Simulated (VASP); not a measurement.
# Ta4Al5N9 in VASP: notebook

Ta4Al5N9 is run at these levels: PBE; tasks: single point.

All numbers are computed with VASP 6.6.1; they aren't measurements. Logs are shortened: lines on timing, memory, paths and dates and some standing lists are left out, and cuts for length are marked.

**1. The cell of the first run**

The cell holds a disordered packing, 18 atoms: a = 5.705 Å, b = 6.301 Å, c = 5.766 Å, α = 87.31°, β = 90.43°, γ = 91.07°.

**2. Single point, PBE**

The input, INCAR:

```
SYSTEM = Ta4Al5N9
ALGO = Normal ; EDIFF = 1E-6
ENCUT = 520 ; GGA = PE
ISIF = 2 ; ISMEAR = -1
ISYM = 0 ; LASPH = .True.
LCHARG = .False. ; LREAL = Auto
LWAVE = .False. ; NBANDS = 67
NELM = 80 ; PREC = Accurate
SIGMA = 0.3447
```

The input, KPOINTS:

```
Automatic mesh
0
Gamma
  1 1 1
  0.25 0.25 0.25
```

The input, POSCAR:

```
Ta4Al5N9
1.0
    5.7043550000     -0.0555350000     -0.0206970000
   -0.0555350000      6.2992770000      0.1411560000
   -0.0206970000      0.1411560000      5.7643950000
Al N Ta
5 9 4
Direct
    0.2363032407      0.6666803891      0.6109811752
    0.3520542765      0.2162517548      0.7632522120
    0.6208549272      0.5024635546      0.5490454920
    0.9784157260      0.8499215046      0.2359398949
    0.4526024705     -0.0258375561      0.1998866558
    0.6125956183      0.2248880185      0.5808437136
    0.9958942447      0.0413892012      0.0113912543
    0.2698684805      0.3983278063      1.0146147355
    0.6926793086      0.7902494600      0.3960561223
    0.1347940888     -0.0868838657      0.5177769761
    1.0219401541      0.4821072092      0.5741703631
    0.4206697133      0.8982105408      0.8283451765
    0.8609418387      0.6681280564      0.9761023714
    0.3778742516      0.4527486055      0.3897416262
    0.5492139992      0.6250518432      1.1003705097
    0.0883927227      0.2730548768      0.3830200966
    0.7939965908      0.9009154919      0.7118462077
    0.9139143539      0.3501327933      0.8727491681
```

Potentials or basis: VASP PAW PBE potentials, release 64 (Al, N, Ta_pv).

Command:

```bash
$ cat potpaw_PBE.64/Al/POTCAR potpaw_PBE.64/N/POTCAR potpaw_PBE.64/Ta_pv/POTCAR > POTCAR
$ mpirun -np 1 vasp_std > vasp.out
```

OUTCAR:

```text
SYSTEM = Ta4Al5N9
   EDIFF = 1E-6
   ENCUT = 520
   GGA = PE
   ISIF = 2
   ISMEAR = -1
   ISYM = 0
   LASPH = .True.
   LREAL = Auto
   NELM = 80
   PREC = Accurate

 ion  position               nearest neighbor table
   1  0.236  0.667  0.611-  11 1.69  10 1.73  14 2.08  12 2.21   3 2.48   4 2.82  16 2.97   2 3.01
                            17 3.02  18 3.04   5 3.23  15 3.33  15 3.48
   2  0.352  0.216  0.763-   6 1.83   8 1.96  12 2.07  14 2.56   3 2.62  16 2.66  18 2.74   5 2.94
                             1 3.01  17 3.26  18 3.36  15 3.47
   3  0.621  0.502  0.549-  14 1.69   6 1.75   9 2.02  11 2.30   1 2.48   2 2.62  18 2.65  15 2.70
                            17 2.88  16 3.23  15 3.34
   4  0.978  0.850  0.236-   7 1.73   9 1.90  10 1.90  13 2.03   5 2.81   1 2.82  16 2.89  15 2.93
                            17 2.98   5 3.12  17 3.20
   5  0.453  0.974  0.200-   9 2.10  12 2.22  15 2.37   4 2.81   2 2.94  16 3.06   4 3.12   1 3.23

   6  0.613  0.225  0.581-   3 1.75   2 1.83  17 2.39  18 2.54
   7  0.996  0.041  0.011-   4 1.73  18 2.13  17 2.27  16 2.69
   8  0.270  0.398  0.015-   2 1.96  15 2.19  18 2.20  16 2.46
   9  0.693  0.790  0.396-   4 1.90   3 2.02  17 2.06   5 2.10  15 2.18
  10  0.135  0.913  0.518-   1 1.73   4 1.90  17 2.25  16 2.38
  11  0.022  0.482  0.574-   1 1.69  16 1.80  18 1.97   3 2.30
  12  0.421  0.898  0.828-   2 2.07   1 2.21   5 2.22  17 2.24  15 2.40
  13  0.861  0.668  0.976-  15 1.93   4 2.03  17 2.10  18 2.14
  14  0.378  0.453  0.390-   3 1.69  16 1.99   1 2.08  15 2.18   2 2.56
  15  0.549  0.625  0.100-  13 1.93  14 2.18   9 2.18   8 2.19   5 2.37  12 2.40   3 2.70   4 2.93
                            18 3.07  17 3.10   1 3.33   3 3.34   2 3.47   1 3.48
  16  0.088  0.273  0.383-  11 1.80  14 1.99  10 2.38   8 2.46   2 2.66   7 2.69   4 2.89   1 2.97
                             5 3.06  18 3.06  18 3.12   3 3.23  17 3.38
  17  0.794  0.901  0.712-   9 2.06  13 2.10  12 2.24  10 2.25   7 2.27   6 2.39   3 2.88   4 2.98
                             1 3.02  18 3.08  15 3.10   4 3.20   2 3.26  16 3.38
  18  0.914  0.350  0.873-  11 1.97   7 2.13  13 2.14   8 2.20   6 2.54   3 2.65   2 2.74   1 3.04
                            16 3.06  15 3.07  17 3.08  16 3.12   2 3.36

IMPORTANT INFORMATION: All symmetrisations will be switched off!
NOSYMM: (Re-)initialisation of all symmetry stuff for point group C_1.

----------------------------------------------------------------------------------------

                                     Primitive cell

  volume of cell :     207.0000

  direct lattice vectors                    reciprocal lattice vectors
     5.704355000 -0.055535000 -0.020697000     0.175321724  0.001532387  0.000591966
    -0.055535000  6.299277000  0.141156000     0.001532387  0.158848928 -0.003884321
    -0.020697000  0.141156000  5.764395000     0.000591966 -0.003884321  0.173575986

  length of vectors
     5.704662871  6.301103068  5.766160169     0.175329420  0.158903801  0.173620452

  position of ions in fractional coordinates (direct lattice)
     0.236303241  0.666680389  0.610981175
     0.352054276  0.216251755  0.763252212
     0.620854927  0.502463555  0.549045492
     0.978415726  0.849921505  0.235939895
     0.452602470  0.974162444  0.199886656
     0.612595618  0.224888019  0.580843714
[... 10 lines left out ...]
     0.793996591  0.900915492  0.711846208
     0.913914354  0.350132793  0.872749168

  ion indices of the primitive-cell ions
   primitive index   ion index
                 1           1
                 2           2
                 3           3
                 4           4
                 5           5
                 6           6
[... 10 lines left out ...]
                17          17
                18          18

----------------------------------------------------------------------------------------

 KPOINTS: Automatic mesh

Automatic generation of k-mesh.
 Grid dimensions read from file:
 generate k-points for:    1    1    1

 Generating k-lattice:

  Cartesian coordinates                     Fractional coordinates (reciprocal lattice)
     0.175321724  0.001532387  0.000591966     1.000000000  0.000000000  0.000000000
     0.001532387  0.158848928 -0.003884321     0.000000000  1.000000000 -0.000000000
     0.000591966 -0.003884321  0.173575986     0.000000000 -0.000000000  1.000000000

  Length of vectors
     0.175329420  0.158903801  0.173620452

  Shift w.r.t. Gamma in fractional coordinates (k-lattice)
     0.250000000  0.250000000  0.250000000

 Subroutine IBZKPT returns following result:
 ===========================================

 Found      1 irreducible k-points:

 Following reciprocal coordinates:
            Coordinates               Weight
  0.250000  0.250000  0.250000      2.000000
   k-points           NKPTS =      1   k-points in BZ     NKDIM =      1   number of bands    NBANDS=     67
   number of dos      NEDOS =    301   number of ions     NIONS =     18
   total plane-waves  NPLWV =  96768
   dimension x,y,z NGX =    42 NGY =   48 NGZ =   48
   dimension x,y,z NGXF=    84 NGYF=   96 NGZF=   96
   ions per type =               5   9   4
   NGX,Y,Z   is equivalent  to a cutoff of  12.24, 12.66, 13.84 a.u.
   NGXF,Y,Z  is equivalent  to a cutoff of  24.48, 25.33, 27.68 a.u.
 SYSTEM =  Ta4Al5N9
   PREC   = accura    normal or accurate (medium, high low for compatibility)
   ISTART =      0    job   : 0-new  1-cont  2-samecut
   ICHARG =      2    charge: 1-file 2-atom 10-const
   ISPIN  =      1    spin polarized calculation?
   LNONCOLLINEAR =      F non collinear calculations
   LSORBIT =      F    spin-orbit coupling
   LASPH  =      T    aspherical Exc in radial PAW
   ENCUT  =  520.0 eV  38.22 Ry    6.18 a.u.  10.61 11.72 10.72*2*pi/ulx,y,z
   NELM   =     80;   NELMIN=  2; NELMDL= -5     # of ELM steps
   EDIFF  = 0.1E-05   stopping-criterion for ELM
   LREAL  =      T    real-space projection
   EDIFFG = 0.1E-04   stopping-criterion for IOM
   NSW    =      0    number of steps for IOM
   IBRION =     -1    ionic relax: 0-MD 1-quasi-New 2-CG
   NFREE  =      0    steps in history (QN), initial steepest desc. (CG)
   ISIF   =      2    stress and relaxation
   ISYM   =      0    0-nonsym 1-usesym 2-fastsym
   POTIM  = 0.5000    time-step for ionic-motion
   TEBEG  =    0.0;   TEEND  =   0.0 temperature during run
   PSTRESS=    0.0 pullay stress
   NELECT =     104.0000    total number of electrons
   NUPDOWN=      -1.0000    fix difference up-down
   EMIN   =  10.00;   EMAX   =-10.00  energy-range for DOS
   EFERMI =   0.00;   METHOD = LEGACY
   ISMEAR =    -1;   SIGMA  =   0.34  broadening in eV -4-tet -1-fermi 0-gaus
   EFERMI_NEDOS =   21; number of points for ismear=-14 and -15
   IALGO  =     38    algorithm
   IMIX   =      4    mixing-type and parameters
     AMIX     =   0.40;   BMIX     =  1.00
     AMIX_MAG =   1.60;   BMIX_MAG =  1.00
  volume/ion in A,a.u.               =      11.50        77.61
  Fermi-wavevector in a.u.,A,eV,Ry     =   1.301455  2.459393 23.045347  1.693785
  Thomas-Fermi vector in A             =   2.432588
   LORBIT       =      0    0 simple, 1 ext, 2 COOP (PROOUT), +10 PAW based schemes
   GGA     = PE    functional components
   LHFCALC =     F    Hartree Fock is set to
   AEXX    =    0.0000 exact exchange contribution
   IVDW    =     0    specifies the selected vdW correction
   LEPSILON=     F    determine dielectric tensor
   LRPA    =     F    only Hartree local field effects (RPA)
 non-spin polarized calculation
  energy-cutoff  :      520.00
  volume of cell :      207.00
 maximum number of plane-waves:      5572
 NGX is ok and might be reduce to    42
   NGX = 21   NGY = 23   NGZ = 21

 number of electron     104.0000000 magnetization

 Free energy of the ion-electron system (eV)
  ---------------------------------------------------
  ext. energy  EPLUGINS =         0.00000000
  ---------------------------------------------------
  free energy    TOTEN  =      -142.41496961 eV

  energy without entropy =     -139.90283504  energy(sigma->0) =     -141.15890233

 E-fermi :   7.4211     XC(G=0): -11.6337

 val. band max:        7.2093885296   @ k =   0.2500   0.2500   0.2500
 cond. band min:       7.4490607658   @ k =   0.2500   0.2500   0.2500
 fundamental gap:      0.2396722362
 Fermi energy:         7.4211047274

 k-point     1 :       0.2500    0.2500    0.2500
  band No.  band energies     occupation
      1     -28.3116      2.00000
      2     -28.2479      2.00000
      3     -28.1525      2.00000
      4     -28.0469      2.00000
      5     -27.9758      2.00000
      6     -27.8358      2.00000
[... 56 lines left out ...]
     63      10.2704      0.00051
     64      10.7893      0.00011
 [bands above 64 left out]

------------------------ aborting loop because EDIFF is reached ----------------------------------------

  FORCE on cell =-STRESS in cart. coord.  units (eV):
  Direction    XX          YY          ZZ          XY          YZ          ZX
  --------------------------------------------------------------------------------------
  -------------------------------------------------------------------------------------
  Total       22.5471231     25.5124014     12.7048380     -2.6400104     -1.4144157      1.2794657
  in kB      174.5144474    197.4656634     98.3352849    -20.4336470    -10.9475597      9.9030486
  external PRESSURE =     156.7717986 kB  Pullay stress =       0.0000000 kB

 VOLUME and BASIS-vectors are now :
 -----------------------------------------------------------------------------
  energy-cutoff  :      520.00
  volume of cell :      207.00
      direct lattice vectors                 reciprocal lattice vectors
     5.704355000 -0.055535000 -0.020697000     0.175321724  0.001532387  0.000591966
    -0.055535000  6.299277000  0.141156000     0.001532387  0.158848928 -0.003884321
    -0.020697000  0.141156000  5.764395000     0.000591966 -0.003884321  0.173575986

 POSITION                                       TOTAL-FORCE (eV/Angst)
 -----------------------------------------------------------------------------------
      1.29829      4.27272      3.61115         3.629933      1.926662      2.144198
      1.98044      1.45042      4.42293         0.433289     -3.041320      1.941549
      3.50231      3.20818      3.22299         4.690538      2.107426      0.510820
      5.52915      5.33286      1.45977        -0.146237     -2.674063     -0.132985
      2.52357      6.13960      1.28037        -0.831084      3.199427      0.593233
      3.46995      1.46460      3.36728         4.023142     -4.089116      1.898740
[... 10 lines left out ...]
      4.46447      5.73150      4.21410        -1.827127      2.647995      1.251790
      5.17578      2.27802      5.06138         1.188128     -2.368184      3.715711
 -----------------------------------------------------------------------------------
    total drift:                               -0.003094     -0.003403     -0.004709

  FREE ENERGIE OF THE ION-ELECTRON SYSTEM (eV)
  ---------------------------------------------------
  free  energy   TOTEN  =      -142.4149696119 eV

  energy  without entropy=     -139.9028350404  energy(sigma->0) =     -141.15890233
```

Wall time 48 s (1 thread of Intel Xeon Platinum 8488C (Sapphire Rapids), shared host); peak memory 0.29 GiB.

Results:

| Property | Result |
| --- | --- |
| Free energy | -142.4150 eV |
| Pressure | 15.7 GPa |
| Largest force | 6.288 eV/Å |

Forces on the atoms (eV/Å):
```
Al   3.630  1.927  2.144
Al   0.433 -3.041  1.942
Al   4.691  2.107  0.511
Al  -0.146 -2.674 -0.133
Al  -0.831  3.199  0.593
N    4.023 -4.089  1.899
N   -1.684  4.044 -1.472
N   -0.358  0.491 -2.124
N   -1.127 -0.695 -0.860
N   -1.904  2.837 -2.156
N   -5.759  1.858  1.316
N    2.525 -1.091  2.183
N    2.343 -0.101 -0.173
N   -1.670  2.777 -1.485
Ta  -4.099 -3.745 -2.952
Ta   0.573 -4.084 -4.201
Ta  -1.827  2.648  1.252
Ta   1.188 -2.368  3.716
```

Stress tensor (GPa, compression positive):
```
17.45 -2.04  0.99
-2.04 19.75 -1.09
 0.99 -1.09  9.83
```

Caveat: the k points lie up to 1.10 Å⁻¹ apart, too coarse for converged energies, forces and pressures; the atoms stand as in a frame of molecular dynamics; so wide a smearing shifts energies and pressures; spin-orbit coupling is left out, which moves the levels of the heavy elements.

**3. Single point, PBE**

The input, INCAR:

```
ALGO = Normal ; EDIFF = 1E-6
ENCUT = 520 ; GGA = PE
ISIF = 2 ; ISMEAR = -1
ISYM = 0 ; LASPH = True
LCHARG = False ; LREAL = Auto
LWAVE = False ; NBANDS = 67
NELM = 60 ; PREC = Accurate
SIGMA = 0.3447
```

KPOINTS is that of step 2.

The input, POSCAR:

```
Ta4Al5N9
1.0
    5.7043550000     -0.0555350000     -0.0206970000
   -0.0555350000      6.2992770000      0.1411560000
   -0.0206970000      0.1411560000      5.7643950000
Al N Ta
5 9 4
Direct
    0.2625708992      0.7737679445      0.6518055133
    0.4749315527      0.1672207557      0.6987762715
    0.6646916990      0.5075271076      0.4661496354
    1.0766494291      0.8550789755      0.1852801353
    0.5501408693      0.0233077824      0.1571445455
    0.8245246737      0.1890819402      0.5863545328
    0.8515326116      0.0811548337      0.0219054521
    0.3452432569      0.4487843455      0.8014620609
    0.5537825687      0.7750468239      0.3471101700
    0.3145220203      0.0403898559      0.3772145024
    0.9802886043      0.6646305720      0.4491927497
    0.4907424452      0.8955505561      0.8478871698
    1.0457891946      0.7345091118      0.9176623619
    0.4179254608      0.3892322808      0.3370139158
    0.5708537626      0.5925010235      1.0213543461
    0.0996754651      0.2991833179      0.3305837755
    0.8356227139      0.8790481948      0.6501263283
    0.9287194868      0.4081195264      0.8494820683
```

Potentials or basis: VASP PAW PBE potentials, release 64 (Al, N, Ta_pv).

Command:

```bash
$ cat potpaw_PBE.64/Al/POTCAR potpaw_PBE.64/N/POTCAR potpaw_PBE.64/Ta_pv/POTCAR > POTCAR
$ mpirun -np 1 vasp_std > vasp.out
```

Run time: 53 s. Hardware: 1 thread of Intel Xeon Platinum 8488C (Sapphire Rapids), shared host; peak memory 0.29 GiB.

The run converged. Its results:

```yaml
Free_energy: -146.0610 eV
Pressure: 3.7 GPa
Largest_force: 4.386 eV/Å
```

Forces in eV/Å, atoms in the order of the input:
```
Al   1.668 -2.042 -1.119
Al  -0.470  1.841 -1.477
Al   1.092  0.966  0.773
Al  -0.912  1.222  1.467
Al   1.609  0.388  0.465
N   -0.999  2.935 -1.463
N    1.567  1.878  2.140
N   -0.286 -1.250 -0.344
N    1.843 -1.883  0.257
N   -3.721 -0.651  1.099
N    2.531 -1.022 -0.161
N    0.297  0.818 -0.499
N   -1.178 -1.394 -1.857
N    0.428  0.789 -2.083
Ta  -3.238 -0.534 -0.006
Ta  -1.637  0.665 -1.002
Ta  -2.100 -0.640  2.201
Ta   3.506 -2.086  1.610
```

Stress tensor (GPa, compression positive):
```
11.26 -6.47  0.67
-6.47  6.10  2.20
 0.67  2.20 -6.15
```

Levels at points of the mesh, in eV from the Fermi level:
| k point | band 48 | band 49 | band 50 | band 51 | band 52 | band 53 | band 54 | band 55 | band 56 | band 57 |
| --- | --- | --- | --- | --- | --- | --- | --- | --- | --- | --- |
| (0.25, 0.25, 0.25) | -1.43 | -1.04 | -0.79 | -0.47 | -0.16 | 0.25 | 0.30 | 0.83 | 1.35 | 1.55 |

Caveat: the k points lie up to 1.10 Å⁻¹ apart, too coarse for converged energies, forces and pressures; the atoms stand as in a frame of molecular dynamics; so wide a smearing shifts energies and pressures; spin-orbit coupling is left out, which moves the levels of the heavy elements.

[end of part 1 of 3]
